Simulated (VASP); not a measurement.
The system is Ti4Se.

```xyz
5
Lattice="0.0000 3.5828 3.5828 3.5828 0.0000 3.5828 3.5828 3.5828 0.0000" Properties=species:S:1:pos:R:3 pbc="T T T"
Ti    4.5249    4.5249    4.5249
Ti    2.6408    2.6408    4.5249
Ti    2.6408    4.5249    2.6408
Ti    4.5249    2.6408    2.6408
Se    0.0000    0.0000    0.0000
```

- Program: VASP 6.6.1
- Task: relaxation of cell and atoms
- Functional: PBE
- Potentials or basis: VASP PAW PBE potentials, release 64 (Ti_sv, Se)
- Cutoff: 600 eV
- k mesh: 4 × 4 × 4
- Occupations: gaussian, width 0.1 eV
- Spin: collinear spin, ferromagnetic start
- Starting moments: [1.0, 1.0, 1.0, 1.0, 0.0] μB

At the start: pressure 9.3 GPa; volume 18.40 Å³/atom.

Task: How do energy, volume and symmetry change on relaxing?

Result: Over 6 steps the energy falls by 124.7 meV/atom and the volume is 20.59 Å³/atom (+11.9 %); space group F-43m (No. 216, to 0.05 Å); moment 0.00 μB per cell.

Step by step:
```
step  energy change (eV)  largest force (eV/Å)  pressure (GPa)  volume (Å³)
   1              0.0000                1.9931            9.27        91.98
   2             -0.6018                0.0948           -1.82       106.90
   3             -0.6190                0.1390           -0.59       104.43
   4             -0.6189                0.1660           -0.44       104.17
   5             -0.6233                0.0662            0.03       103.23
   6             -0.6236                0.0359            0.16       102.95
```

Final structure:
```yaml
crystal:
  lattice:
    - [0.00000, 3.71994, 3.71994]
    - [3.71994, 0.00000, 3.71994]
    - [3.71994, 3.71994, 0.00000]
  atoms:
    - { symbol: Ti, position: [0.62431, 0.62431, 0.62431] }
    - { symbol: Ti, position: [0.62431, 0.62431, 0.12706] }
    - { symbol: Ti, position: [0.62431, 0.12706, 0.62431] }
    - { symbol: Ti, position: [0.12706, 0.62431, 0.62431] }
    - { symbol: Se, position: [0.00000, 0.00000, 0.00000] }
```

Caveat: the k points lie up to 0.37 Å⁻¹ apart in the final cell.
